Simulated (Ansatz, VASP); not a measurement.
## One calculation of ZnSe, two programs

Contents of INCAR:

```
PREC = Accurate ; ENCUT = 520
EDIFF = 1E-7 ; ISMEAR = 0
SIGMA = 0.05 ; LREAL = F
LASPH = T ; NELM = 60
ALGO = Normal ; ISIF = 2
LWAVE = F ; LCHARG = F
GGA = CA ; NBANDS = 16
```

Contents of KPOINTS:

```
Automatic mesh
0
Gamma
  10 10 10
```

The input POSCAR:

```
ZnSe
1.0
    0.0000000000      2.8726240025      2.7577190424
    2.8726240025      0.0000000000      2.7577190424
    2.8726240025      2.8726240025      0.0000000000
Zn Se
1 1
Direct
    0.0000000000      0.0000000000      0.0000000000
    0.7500000000      0.7500000000      0.7500000000
```

Input for Ansatz:

```yaml
crystal:
  lattice:
    - [0.0, 2.8726240025, 2.7577190424]
    - [2.8726240025, 0.0, 2.7577190424]
    - [2.8726240025, 2.8726240025, 0.0]
  atoms:
    - { symbol: Zn, position: [0.0, 0.0, 0.0] }
    - { symbol: Se, position: [0.75, 0.75, 0.75] }
basis:
  ecutwfc: 420
kpoints:
  mp_grid: { grid: [10, 10, 10] }
hamiltonian:
  xc: lda
scf:
  occupations: { method: gaussian, width: 0.05 }
output:
  forces: true
  stress: true
  eigenvalues: true
```

Alike in both runs: task single point; functional LDA; k mesh 10 × 10 × 10; occupations gaussian, width 0.05 eV; no spin polarisation.

|  | VASP | Ansatz |
| --- | --- | --- |
| version | VASP 6.6.1 | Ansatz 0.2.0 |
| potentials or method | VASP PAW LDA potentials, release 64 (Zn, Se), cutoff 520 eV | scalar-relativistic, plane waves, PAW |
| valence electrons in the cell | 18 | 28 |

Ansatz gave:

| Quantity | Value |
| --- | --- |
| gap on the k mesh at the Fermi level (eV) | 0.93 |
| least direct gap on the mesh (eV) | 0.93 |
| pressure (GPa) | -3.4 |
| traceless stress, the component that is largest in VASP (GPa) | 1.01 |

Problem. Estimate VASP's values.

Solution. gap on the k mesh at the Fermi level (eV): 0.97; least direct gap on the mesh (eV): 0.97; pressure (GPa): -3.1; traceless stress, the component that is largest in VASP (GPa): 1.00.

LDA's correlation is that of Perdew and Zunger in VASP and of Perdew and Wang (1992) in Ansatz. VASP's potentials hold 18 valence electrons a cell and Ansatz's 28, so a difference there can come from the potentials and not from the codes.
